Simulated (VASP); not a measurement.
# As (Pm-3m) in VASP: notebook

The runs below take As through single point, with r2SCAN.

Everything below comes from runs of VASP 6.6.1. Logs are shortened: lines on timing, memory, paths and dates and some standing lists are left out, and cuts for length are marked.

## Step 1: The cell of the first run

It takes space group Pm-3m (No. 221, cubic). The conventional cell has a = 2.559 Å, b = 2.559 Å, c = 2.559 Å, α = 90.00°, β = 90.00°, γ = 90.00°. As (site symmetry m-3m) has 6 As at 2.56 Å within 3.4 Å.

This isn't the form of As at room conditions, which is rhombohedral.

## Step 2: Single point, r2SCAN

Contents of POSCAR:

```
As
1.0
    2.5594220188      0.0000000000      0.0000000000
    0.0000000000      2.5594220188      0.0000000000
    0.0000000000      0.0000000000      2.5594220188
As
1
Direct
    0.0000000000      0.0000000000      0.0000000000
```

Contents of INCAR.step1:

```
SYSTEM = As
PREC = Accurate
ENCUT = 520
ISMEAR = 0
SIGMA = 0.1
LREAL = .False.
LASPH = .True.
NELM = 60
NBANDS = 8
GGA = PE
ALGO = Normal
EDIFF = 1E-4
LWAVE = .True.
LCHARG = .False.
```

Contents of INCAR.step2:

```
SYSTEM = As
PREC = Accurate
ENCUT = 520
EDIFF = 1E-7
ISMEAR = 0
SIGMA = 0.1
LREAL = .False.
LASPH = .True.
NELM = 60
ALGO = Normal
ISIF = 2
LWAVE = .False.
LCHARG = .False.
METAGGA = R2SCAN
LMIXTAU = .True.
NBANDS = 8
ISTART = 1
```

Contents of KPOINTS:

```
regular mesh
0
Gamma
  9 9 9
  0 0 0
```

Potentials or basis: VASP PAW PBE potentials, release 64 (As).

Command:

```
> cat potpaw_PBE.64/As/POTCAR > POTCAR
> cp INCAR.step1 INCAR
> mpirun -np 1 vasp_std > vasp.out
> cp INCAR.step2 INCAR
> mpirun -np 1 vasp_std > vasp.out
```

OUTCAR:

```text
SYSTEM = As
   PREC = Accurate
   ENCUT = 520
   EDIFF = 1E-7
   ISMEAR = 0
   LREAL = .False.
   LASPH = .True.
   NELM = 60
   ISIF = 2
   METAGGA = R2SCAN
   ISTART = 1

 ion  position               nearest neighbor table
   1  0.000  0.000  0.000-

  LATTYP: Found a simple cubic cell.
 ALAT       =     2.5594220188

  Lattice vectors:

 A1 = (   2.5594220188,   0.0000000000,   0.0000000000)
 A2 = (   0.0000000000,   2.5594220188,   0.0000000000)
 A3 = (   0.0000000000,   0.0000000000,   2.5594220188)

Analysis of symmetry for initial positions (statically):
=====================================================================
 Subroutine PRICEL returns:
 Original cell was already a primitive cell.

 Routine SETGRP: Setting up the symmetry group for a
 simple cubic supercell.

 Subroutine GETGRP returns: Found 48 space group operations
 (whereof 48 operations were pure point group operations)
 out of a pool of 48 trial point group operations.

The static configuration has the point symmetry O_h .

Analysis of symmetry for dynamics (positions and initial velocities):
=====================================================================
 Subroutine PRICEL returns:
 Original cell was already a primitive cell.

 Routine SETGRP: Setting up the symmetry group for a
 simple cubic supercell.

 Subroutine GETGRP returns: Found 48 space group operations
 (whereof 48 operations were pure point group operations)
 out of a pool of 48 trial point group operations.

The dynamic configuration has the point symmetry O_h .

 Subroutine INISYM returns: Found 48 space group operations
 (whereof 48 operations are pure point group operations),
 and found     1 'primitive' translations

----------------------------------------------------------------------------------------

                                     Primitive cell

  volume of cell :      16.7659

  direct lattice vectors                    reciprocal lattice vectors
     2.559422019  0.000000000  0.000000000     0.390713213  0.000000000  0.000000000
     0.000000000  2.559422019  0.000000000     0.000000000  0.390713213  0.000000000
     0.000000000  0.000000000  2.559422019     0.000000000  0.000000000  0.390713213

  length of vectors
     2.559422019  2.559422019  2.559422019     0.390713213  0.390713213  0.390713213

  position of ions in fractional coordinates (direct lattice)
     0.000000000  0.000000000  0.000000000

  ion indices of the primitive-cell ions
   primitive index   ion index
                 1           1

----------------------------------------------------------------------------------------

 KPOINTS: regular mesh

Automatic generation of k-mesh.
 Grid dimensions read from file:
 generate k-points for:    9    9    9

 Generating k-lattice:

  Cartesian coordinates                     Fractional coordinates (reciprocal lattice)
     0.043412579  0.000000000  0.000000000     0.111111111  0.000000000  0.000000000
     0.000000000  0.043412579  0.000000000     0.000000000  0.111111111  0.000000000
     0.000000000  0.000000000  0.043412579     0.000000000  0.000000000  0.111111111

  Length of vectors
     0.043412579  0.043412579  0.043412579

  Shift w.r.t. Gamma in fractional coordinates (k-lattice)
     0.000000000  0.000000000  0.000000000

 Subroutine IBZKPT returns following result:
 ===========================================

 Found     35 irreducible k-points:

 Following reciprocal coordinates:
            Coordinates               Weight
  0.000000  0.000000  0.000000      1.000000
  0.111111  0.000000  0.000000      6.000000
  0.222222  0.000000  0.000000      6.000000
  0.333333  0.000000  0.000000      6.000000
  0.444444  0.000000  0.000000      6.000000
  0.111111  0.111111  0.000000     12.000000
[... 16 lines left out ...]
  0.333333  0.333333  0.111111     24.000000
  0.444444  0.333333  0.111111     48.000000
 [... further k-points ...]
   k-points           NKPTS =     35   k-points in BZ     NKDIM =     35   number of bands    NBANDS=      8
   number of dos      NEDOS =    301   number of ions     NIONS =      1
   total plane-waves  NPLWV =   8000
   dimension x,y,z NGX =    20 NGY =   20 NGZ =   20
   dimension x,y,z NGXF=    40 NGYF=   40 NGZF=   40
   ions per type =               1
   NGX,Y,Z   is equivalent  to a cutoff of  12.99, 12.99, 12.99 a.u.
   NGXF,Y,Z  is equivalent  to a cutoff of  25.98, 25.98, 25.98 a.u.
 SYSTEM =  As
   PREC   = accura    normal or accurate (medium, high low for compatibility)
   ISTART =      1    job   : 0-new  1-cont  2-samecut
   ICHARG =      0    charge: 1-file 2-atom 10-const
   ISPIN  =      1    spin polarized calculation?
   LNONCOLLINEAR =      F non collinear calculations
   LSORBIT =      F    spin-orbit coupling
   LASPH  =      T    aspherical Exc in radial PAW
   ENCUT  =  520.0 eV  38.22 Ry    6.18 a.u.   4.76  4.76  4.76*2*pi/ulx,y,z
   NELM   =     60;   NELMIN=  2; NELMDL=  0     # of ELM steps
   EDIFF  = 0.1E-06   stopping-criterion for ELM
   LREAL  =      F    real-space projection
   EDIFFG = 0.1E-05   stopping-criterion for IOM
   NSW    =      0    number of steps for IOM
   IBRION =     -1    ionic relax: 0-MD 1-quasi-New 2-CG
   NFREE  =      0    steps in history (QN), initial steepest desc. (CG)
   ISIF   =      2    stress and relaxation
   ISYM   =      2    0-nonsym 1-usesym 2-fastsym
   POTIM  = 0.5000    time-step for ionic-motion
   TEBEG  =    0.0;   TEEND  =   0.0 temperature during run
   PSTRESS=    0.0 pullay stress
   NELECT =       5.0000    total number of electrons
   NUPDOWN=      -1.0000    fix difference up-down
   EMIN   =  10.00;   EMAX   =-10.00  energy-range for DOS
   EFERMI =   0.00;   METHOD = LEGACY
   ISMEAR =     0;   SIGMA  =   0.10  broadening in eV -4-tet -1-fermi 0-gaus
   EFERMI_NEDOS =   21; number of points for ismear=-14 and -15
   IALGO  =     38    algorithm
   IMIX   =      4    mixing-type and parameters
     AMIX     =   0.40;   BMIX     =  1.00
     AMIX_MAG =   1.60;   BMIX_MAG =  1.00
  volume/ion in A,a.u.               =      16.77       113.14
  Fermi-wavevector in a.u.,A,eV,Ry     =   1.093762  2.066911 16.276865  1.196316
  Thomas-Fermi vector in A             =   2.230054
   LORBIT       =      0    0 simple, 1 ext, 2 COOP (PROOUT), +10 PAW based schemes
   METAGGA = R2SCAN    functional components
   LHFCALC =     F    Hartree Fock is set to
   AEXX    =    0.0000 exact exchange contribution
   IVDW    =     0    specifies the selected vdW correction
   LEPSILON=     F    determine dielectric tensor
   LRPA    =     F    only Hartree local field effects (RPA)
 non-spin polarized calculation
 Gauss-broadening in eV      SIGMA  =   0.10
  energy-cutoff  :      520.00
  volume of cell :       16.77
 maximum number of plane-waves:       462
 NGX is ok and might be reduce to    20
   NGX =  9   NGY =  9   NGZ =  9

 number of electron       5.0000001 magnetization

 Free energy of the ion-electron system (eV)
  ---------------------------------------------------
  ext. energy  EPLUGINS =         0.00000000
  ---------------------------------------------------
  free energy    TOTEN  =       -14.38866739 eV

  energy without entropy =      -14.38486629  energy(sigma->0) =      -14.38676684

 E-fermi :   8.1902     XC(G=0): -11.6970

 val. band max:        8.0475027067   @ k =   0.3333   0.2222   0.0000
 cond. band min:       8.2350891779   @ k =   0.3333   0.3333   0.3333
 fundamental gap:      0.1875864713
 Fermi energy:         8.1902315407

 k-point     1 :       0.0000    0.0000    0.0000
  band No.  band energies     occupation
      1      -9.5428      2.00000
      2      12.8840      0.00000
      3      12.8840      0.00000
      4      12.8840      0.00000
      5      16.8622      0.00000
      6      16.8622      0.00000
      7      21.1009      0.00000
      8      36.1026      0.00000

 k-point     2 :       0.1111    0.0000    0.0000
  band No.  band energies     occupation
      1      -9.2652      2.00000
      2       9.8499      0.00000
      3      13.1407      0.00000
      4      13.1407      0.00000
      5      17.0968      0.00000
      6      19.0393      0.00000
      7      22.6220      0.00000
      8      33.1256      0.00000

 k-point     3 :       0.2222    0.0000    0.0000
  band No.  band energies     occupation
      1      -8.4445      2.00000
      2       5.7650      2.00000
      3      13.8722      0.00000
      4      13.8722      0.00000
      5      17.7786      0.00000
      6      20.5203      0.00000
      7      26.9717      0.00000
      8      29.4209      0.00000

 k-point     4 :       0.3333    0.0000    0.0000
  band No.  band energies     occupation
      1      -7.1470      2.00000
      2       2.1619      2.00000
      3      14.9226      0.00000
      4      14.9226      0.00000
      5      18.8053      0.00000
      6      21.9093      0.00000
      7      26.3340      0.00000
      8      26.3340      0.00000

 k-point     5 :       0.4444    0.0000    0.0000
  band No.  band energies     occupation
      1      -5.7266      2.00000
      2      -0.4356      2.00000
      3      15.8485      0.00000
      4      15.8485      0.00000
      5      19.7923      0.00000
      6      23.5495      0.00000
      7      24.3833      0.00000
      8      24.3833      0.00000
[... 177 lines left out ...]
 k-point    22 :       0.4444    0.2222    0.1111
  band No.  band energies     occupation
      1      -4.3358      2.00000
      2       0.8296      2.00000
      3       9.3035      0.00000
      4      14.3429      0.00000
      5      16.2828      0.00000
      6      21.1886      0.00000
      7      25.8911      0.00000
      8      28.7261      0.00000

 k-point    23 :       0.3333    0.3333    0.1111
  band No.  band energies     occupation
      1      -4.4592      2.00000
      2       4.0491      2.00000
      3       5.1909      2.00000
      4      14.1761      0.00000
      5      15.3301      0.00000
      6      23.9079      0.00000
      7      24.6164      0.00000
      8      26.7437      0.00000

 k-point    24 :       0.4444    0.3333    0.1111
  band No.  band energies     occupation
      1      -2.9957      2.00000
      2       1.9236      2.00000
      3       5.7597      2.00000
      4      12.9260      0.00000
      5      15.4728      0.00000
      6      22.3126      0.00000
      7      25.3559      0.00000
      8      27.9330      0.00000

 [... further k-points ...]

------------------------ aborting loop because EDIFF is reached ----------------------------------------

  FORCE on cell =-STRESS in cart. coord.  units (eV):
  Direction    XX          YY          ZZ          XY          YZ          ZX
  --------------------------------------------------------------------------------------
  -------------------------------------------------------------------------------------
  Total        2.1200782      2.1200782      2.1200782      0.0000000      0.0000000     -0.0000000
  in kB      202.5987473    202.5987473    202.5987473      0.0000000      0.0000000     -0.0000000
  external PRESSURE =     202.5987473 kB  Pullay stress =       0.0000000 kB

 VOLUME and BASIS-vectors are now :
 -----------------------------------------------------------------------------
  energy-cutoff  :      520.00
  volume of cell :       16.77
      direct lattice vectors                 reciprocal lattice vectors
     2.559422019  0.000000000  0.000000000     0.390713213  0.000000000  0.000000000
     0.000000000  2.559422019  0.000000000     0.000000000  0.390713213  0.000000000
     0.000000000  0.000000000  2.559422019     0.000000000  0.000000000  0.390713213

 POSITION                                       TOTAL-FORCE (eV/Angst)
 -----------------------------------------------------------------------------------
      0.00000      0.00000      0.00000         0.000000      0.000000      0.000000
 -----------------------------------------------------------------------------------
    total drift:                               -0.000000      0.000000      0.000000

  FREE ENERGIE OF THE ION-ELECTRON SYSTEM (eV)
  ---------------------------------------------------
  free  energy   TOTEN  =       -14.3886673881 eV

  energy  without entropy=      -14.3848662914  energy(sigma->0) =      -14.38676684
```

Wall time 8.7 s (1 thread of Intel Xeon 6975P-C (Granite Rapids), shared host); peak memory 0.13 GiB.

Results:

```yaml
Free_energy: -14.3887 eV
Pressure: 20.3 GPa
Band_gap_on_the_k_mesh: zero (an odd number of electrons rules out a gap without spin polarisation)
```

Caveat: the cell stands under pressure; the PAW data sets were made with another functional, which shifts forces and pressure a little.

## Step 3: Single point, r2SCAN

This run uses another cell than the first one, of 18.71 Å³/atom.

Contents of POSCAR:

```
As
1.0
    2.6546772480      0.0000000000      0.0000000000
    0.0000000000      2.6546772480      0.0000000000
    0.0000000000      0.0000000000      2.6546772480
As
1
Direct
    0.0000000000      0.0000000000      0.0000000000
```

Contents of INCAR.step1:

```
PREC = Accurate
ENCUT = 520
ISMEAR = 0
SIGMA = 0.1
LREAL = False
LASPH = True
NELM = 100
NBANDS = 8
GGA = PE
ALGO = Normal
EDIFF = 1E-4
LWAVE = True
LCHARG = False
```

Contents of INCAR.step2:

```
PREC = Accurate
ENCUT = 520
EDIFF = 1E-6
ISMEAR = 0
SIGMA = 0.1
LREAL = False
LASPH = True
NELM = 100
ALGO = Normal
ISIF = 2
LWAVE = False
LCHARG = True
METAGGA = R2SCAN
LMIXTAU = True
LELF = True
LVHAR = True
NBANDS = 8
ISTART = 1
```

Contents of KPOINTS:

```
regular mesh
0
Gamma
  9 9 9
```

Potentials or basis: VASP PAW PBE potentials, release 64 (As).

Command:

```
> cat potpaw_PBE.64/As/POTCAR > POTCAR
> cp INCAR.step1 INCAR
> mpirun -np 1 vasp_std > vasp.out
> cp INCAR.step2 INCAR
> mpirun -np 1 vasp_std > vasp.out
```

It took 8.3 s on 1 thread of Intel Xeon 6975P-C (Granite Rapids), shared host; peak memory 0.12 GiB.

The run converged. Its results:

* Free energy: -14.5352 eV
* Pressure: 5.0 GPa
* Band gap on the k mesh: zero (an odd number of electrons rules out a gap without spin polarisation)

Levels at points of the mesh, in eV from the Fermi level:
| k point | band 1 | band 2 | band 3 | band 4 | band 5 |
| --- | --- | --- | --- | --- | --- |
| (0.00, 0.00, 0.00) | -16.52 | 4.28 | 4.28 | 4.28 | 8.65 |

Caveat: the cell stands under pressure; the PAW data sets were made with another functional, which shifts forces and pressure a little.

## Step 4: Single point, r2SCAN

This run uses another cell than the first one, of 17.96 Å³/atom.

Contents of POSCAR:

```
As
1.0
    2.6187474284      0.0000000000      0.0000000000
    0.0000000000      2.6187474284      0.0000000000
    0.0000000000      0.0000000000      2.6187474284
As
1
Direct
    0.0000000000      0.0000000000      0.0000000000
```

Contents of INCAR.step1:

```
PREC     = Accurate       # precision mode
ENCUT    = 520            # plane-wave cutoff, eV
ISMEAR   = 0              # smearing method
SIGMA    = 0.1            # smearing width, eV
LREAL    = False          # projectors in reciprocal space
LASPH    = True           # aspherical terms in the spheres
NELM     = 80             # most SCF steps
NBANDS   = 8              # bands
GGA      = PE             # functional
ALGO     = Normal         # electronic algorithm
EDIFF    = 1E-4           # SCF threshold, eV
LWAVE    = True           # write WAVECAR
LCHARG   = False          # write CHGCAR
```

Contents of INCAR.step2:

```
PREC     = Accurate       # precision mode
ENCUT    = 520            # plane-wave cutoff, eV
EDIFF    = 1E-6           # SCF threshold, eV
ISMEAR   = 0              # smearing method
SIGMA    = 0.1            # smearing width, eV
LREAL    = False          # projectors in reciprocal space
LASPH    = True           # aspherical terms in the spheres
NELM     = 80             # most SCF steps
ALGO     = Normal         # electronic algorithm
ISIF     = 2              # what is computed and relaxed
LWAVE    = False          # write WAVECAR
LCHARG   = True           # write CHGCAR
METAGGA  = R2SCAN         # meta-GGA
LMIXTAU  = True         
LELF     = True           # ELF
LVHAR    = True         
NBANDS   = 8              # bands
ISTART   = 1
```

KPOINTS is that of step 3.

Command:

```
> cat potpaw_PBE.64/As/POTCAR > POTCAR
> cp INCAR.step1 INCAR
> mpirun -np 1 vasp_std > vasp.out
> cp INCAR.step2 INCAR
> mpirun -np 1 vasp_std > vasp.out
```

It took 8.1 s on 1 thread of Intel Xeon 6975P-C (Granite Rapids), shared host; peak memory 0.12 GiB.

Results (log left out):

| Item | Value |
| --- | --- |
| Free energy | -14.5002 eV |
| Pressure | 10.1 GPa |
| Band gap on the k mesh | zero (an odd number of electrons rules out a gap without spin polarisation) |

Levels at points of the mesh, in eV from the Fermi level:
```csv
k point,band 1,band 2,band 3,band 4,band 5
"(0.00, 0.00, 0.00)",-16.95,4.44,4.44,4.44,8.66
```

Caveat: the cell stands under pressure; the PAW data sets were made with another functional, which shifts forces and pressure a little.

## Step 5: Overview

| cell | gap on the mesh (eV) | pressure (GPa) |
| --- | --- | --- |
| a = 2.559 Å, 1 atom | none | 20.3 |
| a = 2.655 Å, 1 atom | none | 5.0 |
| a = 2.619 Å, 1 atom | none | 10.1 |

Alike in all rows: task single point; level r2SCAN; potentials or basis VASP PAW PBE potentials, release 64 (As); no spin polarisation; k mesh 9 × 9 × 9; cutoff (eV) 520; smearing gaussian 0.1 eV.

Caveats: the cell stands under pressure; the PAW data sets were made with another functional, which shifts forces and pressure a little.

Total energies depend on the potentials used, so only differences within one code and one set of settings carry meaning.
